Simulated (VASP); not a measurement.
# ScGa3 (Pm-3m) in VASP: further runs, part 3 of 3

VASP 6.6.1. Earlier steps stand in the parts before.

**6. Electric field gradients, LDA (volume scaled by 0.98)**

Contents of INCAR:

```
ALGO = Normal ; EDIFF = 1E-8
ENCUT = 520 ; ISIF = 2
ISMEAR = -1 ; LASPH = True
LCHARG = False ; LEFG = True
LREAL = False ; LWAVE = False
NBANDS = 33 ; NELM = 60
PREC = Accurate ; SIGMA = 0.05
```

Contents of KPOINTS:

```
k-points
0
Gamma
  9 9 9
```

Contents of POSCAR:

```
ScGa3
1.0
    4.0675159504      0.0000000000      0.0000000000
    0.0000000000      4.0675159504      0.0000000000
    0.0000000000      0.0000000000      4.0675159504
Sc Ga
1 3
Direct
    0.0000000000      0.0000000000      0.0000000000
    0.0000000000      0.5000000000      0.5000000000
    0.5000000000      0.0000000000      0.5000000000
    0.5000000000      0.5000000000      0.0000000000
```

Potentials or basis: VASP PAW LDA potentials, release 64 (Sc_sv, Ga_d).

Command:

```
cat potpaw_LDA.64/Sc_sv/POTCAR potpaw_LDA.64/Ga_d/POTCAR > POTCAR
mpirun -np 1 vasp_std > vasp.out
```

OUTCAR:

```text
EDIFF = 1E-8
   ENCUT = 520
   ISIF = 2
   ISMEAR = -1
   LASPH = True
   LREAL = False
   NELM = 60
   PREC = Accurate

 ion  position               nearest neighbor table
   1  0.000  0.000  0.000-   2 2.88   3 2.88   4 2.88   2 2.88   3 2.88   2 2.88   4 2.88   2 2.88
                             3 2.88   4 2.88   3 2.88   4 2.88
   2  0.000  0.500  0.500-   1 2.88   3 2.88   4 2.88   1 2.88   4 2.88   1 2.88   3 2.88   1 2.88
                             3 2.88   4 2.88   4 2.88   3 2.88
   3  0.500  0.000  0.500-   1 2.88   2 2.88   4 2.88   1 2.88   4 2.88   2 2.88   4 2.88   4 2.88
                             1 2.88   2 2.88   1 2.88   2 2.88
   4  0.500  0.500  0.000-   1 2.88   2 2.88   3 2.88   2 2.88   3 2.88   1 2.88   3 2.88   3 2.88
                             1 2.88   2 2.88   2 2.88   1 2.88

  LATTYP: Found a simple cubic cell.
 ALAT       =     4.0675159504

  Lattice vectors:

 A1 = (   4.0675159504,   0.0000000000,   0.0000000000)
 A2 = (   0.0000000000,   4.0675159504,   0.0000000000)
 A3 = (   0.0000000000,   0.0000000000,   4.0675159504)

Analysis of symmetry for initial positions (statically):
=====================================================================
 Subroutine PRICEL returns:
 Original cell was already a primitive cell.

 Routine SETGRP: Setting up the symmetry group for a
 simple cubic supercell.

 Subroutine GETGRP returns: Found 48 space group operations
 (whereof 48 operations were pure point group operations)
 out of a pool of 48 trial point group operations.

The static configuration has the point symmetry O_h .

Analysis of symmetry for dynamics (positions and initial velocities):
=====================================================================
 Subroutine PRICEL returns:
 Original cell was already a primitive cell.

 Routine SETGRP: Setting up the symmetry group for a
 simple cubic supercell.

 Subroutine GETGRP returns: Found 48 space group operations
 (whereof 48 operations were pure point group operations)
 out of a pool of 48 trial point group operations.

The dynamic configuration has the point symmetry O_h .

 Subroutine INISYM returns: Found 48 space group operations
 (whereof 48 operations are pure point group operations),
 and found     1 'primitive' translations

----------------------------------------------------------------------------------------

                                     Primitive cell

  volume of cell :      67.2958

  direct lattice vectors                    reciprocal lattice vectors
     4.067515950  0.000000000  0.000000000     0.245850296  0.000000000  0.000000000
     0.000000000  4.067515950  0.000000000     0.000000000  0.245850296  0.000000000
     0.000000000  0.000000000  4.067515950     0.000000000  0.000000000  0.245850296

  length of vectors
     4.067515950  4.067515950  4.067515950     0.245850296  0.245850296  0.245850296

  position of ions in fractional coordinates (direct lattice)
     0.000000000  0.000000000  0.000000000
     0.000000000  0.500000000  0.500000000
     0.500000000  0.000000000  0.500000000
     0.500000000  0.500000000  0.000000000

  ion indices of the primitive-cell ions
   primitive index   ion index
                 1           1
                 2           2
                 3           3
                 4           4

[... 89 lines left out ...]
   IMIX   =      4    mixing-type and parameters
     AMIX     =   0.40;   BMIX     =  1.00
     AMIX_MAG =   1.60;   BMIX_MAG =  1.00
  volume/ion in A,a.u.               =      16.82       113.53
  Fermi-wavevector in a.u.,A,eV,Ry     =   1.482753  2.801997 29.913189  2.198557
  Thomas-Fermi vector in A             =   2.596500
   LORBIT       =      0    0 simple, 1 ext, 2 COOP (PROOUT), +10 PAW based schemes
   GGA     = CA    functional components
   LHFCALC =     F    Hartree Fock is set to
   AEXX    =    0.0000 exact exchange contribution
   IVDW    =     0    specifies the selected vdW correction
   LEPSILON=     F    determine dielectric tensor
   LRPA    =     F    only Hartree local field effects (RPA)
 non-spin polarized calculation
  energy-cutoff  :      520.00
  volume of cell :       67.30
 maximum number of plane-waves:      1839
   NGX = 15   NGY = 15   NGZ = 15

 number of electron      50.0000076 magnetization

 Free energy of the ion-electron system (eV)
  ---------------------------------------------------
  ext. energy  EPLUGINS =         0.00000000
  ---------------------------------------------------
  free energy    TOTEN  =       -19.79745763 eV

  energy without entropy =      -19.78720121  energy(sigma->0) =      -19.79232942

 E-fermi :   6.3883     XC(G=0): -11.9107

 val. band max:        6.3757520766   @ k =   0.3333   0.1111   0.0000
 cond. band min:       6.4131084093   @ k =   0.2222   0.2222   0.1111
 fundamental gap:      0.0373563327
 Fermi energy:         6.3882960497

 k-point     1 :       0.0000    0.0000    0.0000
  band No.  band energies     occupation
      1     -42.2916      2.00000
      2     -21.3189      2.00000
      3     -21.3189      2.00000
      4     -21.3189      2.00000
      5      -8.8753      2.00000
      6      -8.8484      2.00000
[... 853 lines left out ...]
     32      11.2692      0.00000
     33      12.3329      0.00000

 [... further k-points ...]

------------------------ aborting loop because EDIFF is reached ----------------------------------------

  FORCE on cell =-STRESS in cart. coord.  units (eV):
  Direction    XX          YY          ZZ          XY          YZ          ZX
  --------------------------------------------------------------------------------------
  -------------------------------------------------------------------------------------
  Total       -1.6065366     -1.6065366     -1.6065366     -0.0000000     -0.0000000      0.0000000
  in kB      -38.2484112    -38.2484112    -38.2484112     -0.0000000     -0.0000000      0.0000000
  external PRESSURE =     -38.2484112 kB  Pullay stress =       0.0000000 kB

 VOLUME and BASIS-vectors are now :
 -----------------------------------------------------------------------------
  energy-cutoff  :      520.00
  volume of cell :       67.30
      direct lattice vectors                 reciprocal lattice vectors
     4.067515950  0.000000000  0.000000000     0.245850296  0.000000000  0.000000000
     0.000000000  4.067515950  0.000000000     0.000000000  0.245850296  0.000000000
     0.000000000  0.000000000  4.067515950     0.000000000  0.000000000  0.245850296

 POSITION                                       TOTAL-FORCE (eV/Angst)
 -----------------------------------------------------------------------------------
      0.00000      0.00000      0.00000         0.000000      0.000000      0.000000
      0.00000      2.03376      2.03376         0.000000      0.000000      0.000000
      2.03376      0.00000      2.03376         0.000000      0.000000      0.000000
      2.03376      2.03376      0.00000         0.000000      0.000000      0.000000
 -----------------------------------------------------------------------------------
    total drift:                                0.000000      0.000000     -0.000000

  FREE ENERGIE OF THE ION-ELECTRON SYSTEM (eV)
  ---------------------------------------------------
  free  energy   TOTEN  =       -19.7974576325 eV

  energy  without entropy=      -19.7872012104  energy(sigma->0) =      -19.79232942

 Electric field gradients (V/A^2)
---------------------------------------------------------------------
 ion       V_xx      V_yy      V_zz      V_xy      V_xz      V_yz
---------------------------------------------------------------------
   1       0.000     0.000     0.000     0.000    -0.000     0.000
   2      63.723   -31.862   -31.862    -0.000     0.000     0.000
   3     -31.862    63.723   -31.862     0.000     0.000    -0.000
   4     -31.862   -31.862    63.723     0.000     0.000    -0.000
---------------------------------------------------------------------

 Electric field gradients after diagonalization (V/A^2)
 (convention: |V_zz| > |V_xx| > |V_yy|)
----------------------------------------------------------------------
 ion       V_xx      V_yy      V_zz     asymmetry (V_yy - V_xx)/ V_zz
----------------------------------------------------------------------
   1       0.000     0.000     0.000      -0.245
   2     -31.862   -31.862    63.723       0.000
   3     -31.862   -31.862    63.723       0.000
   4     -31.862   -31.862    63.723       0.000
----------------------------------------------------------------------

           NMR quadrupolar parameters

 Cq : quadrupolar parameter    Cq=e*Q*V_zz/h
 eta: asymmetry parameters     (V_yy - V_xx)/ V_zz
 Q  : nuclear electric quadrupole moment in mb (millibarn)
----------------------------------------------------------------------
 ion       Cq(MHz)       eta       Q (mb)
----------------------------------------------------------------------
   1       0.000      -0.245       1.000
   2       0.154       0.000       1.000
   3       0.154       0.000       1.000
   4       0.154       0.000       1.000
----------------------------------------------------------------------
```

Run time: 28 s. Hardware: 1 thread of Intel Xeon 6975P-C (Granite Rapids), shared host; peak memory 0.19 GiB.

What came out:

```
Free energy            : -19.7975 eV
Pressure               : -3.8 GPa
Band gap on the k mesh : zero (band 25 reaches 6.66 eV, above the bottom of band 26 at 3.47 eV)
```

Electric field gradients, principal values (V/Å²):
```
atom    least   middle  greatest (by size)
1 Sc    0.000    0.000               0.000
2 Ga  -31.862  -31.862              63.723
3 Ga  -31.862  -31.862              63.723
4 Ga  -31.862  -31.862              63.723
```

Caveat: without QUAD_EFG the Cq values of the log hold for a quadrupole moment of 1 mb, not for the nuclei.

**7. The runs side by side**

```csv
cell,gap on the mesh (eV),pressure (GPa)
"a = 4.149 Å, 4 atoms",none,-7.7
"a = 4.011 Å, 4 atoms",none,-0.4
"a = 4.068 Å, 4 atoms",none,-3.8
```

Alike in all rows: task electric field gradients; level LDA; potentials or basis VASP PAW LDA potentials, release 64 (Sc_sv, Ga_d); no spin polarisation; k mesh 9 × 9 × 9; cutoff (eV) 520; smearing fermi-dirac 0.05 eV.

Absolute energies hang on the potentials; compare differences alone.
